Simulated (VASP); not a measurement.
Input of a VASP 6.6.1 run:

POSCAR

```
RbCl
1.0
    0.0000000000      3.2723329774      3.2723329774
    3.2723329774      0.0000000000      3.2723329774
    3.2723329774      3.2723329774      0.0000000000
Rb Cl
1 1
Direct
    0.0000000000      0.0000000000      0.0000000000
    0.5000000000      0.5000000000      0.5000000000
```

Contents of INCAR.step1:

```
SYSTEM = RbCl
ALGO = Normal ; EDIFF = 1E-5
ENCUT = 550 ; GGA = PE
GGA_COMPAT = .FALSE. ; ISMEAR = 0
LASPH = .TRUE. ; LCHARG = .FALSE.
LREAL = .FALSE. ; LWAVE = .TRUE.
NBANDS = 15 ; NELM = 120
PREC = Accurate ; SIGMA = 0.01
```

The input INCAR.step2:

```
SYSTEM = RbCl
ALGO = Normal ; EDIFF = 1E-6
ENCUT = 550 ; GGA_COMPAT = .FALSE.
ISIF = 2 ; ISMEAR = 0
ISTART = 1 ; LASPH = .TRUE.
LCHARG = .FALSE. ; LMIXTAU = .TRUE.
LREAL = .FALSE. ; LWAVE = .FALSE.
METAGGA = R2SCAN ; NBANDS = 15
NELM = 120 ; PREC = Accurate
SIGMA = 0.01
```

File KPOINTS:

```
k-points
0
G
  6 6 6
  0 0 0
```

Potentials or basis: VASP PAW PBE potentials, release 64 (Rb_sv, Cl).

Run with:

```console
$ cat potpaw_PBE.64/Rb_sv/POTCAR potpaw_PBE.64/Cl/POTCAR > POTCAR
$ cp INCAR.step1 INCAR
$ mpirun -np 1 vasp_std > vasp.out
$ cp INCAR.step2 INCAR
$ mpirun -np 1 vasp_std > vasp.out
```

Problem. Estimate the band gap on the k mesh.

Solution. 5.66 eV.

Problem. Predict the pressure.

Solution. 0.6 GPa.

Caveat: the PAW data sets were made with another functional, which shifts forces and pressure a little. r2SCAN opens gaps a little over a GGA but as a rule still falls short of measured ones.
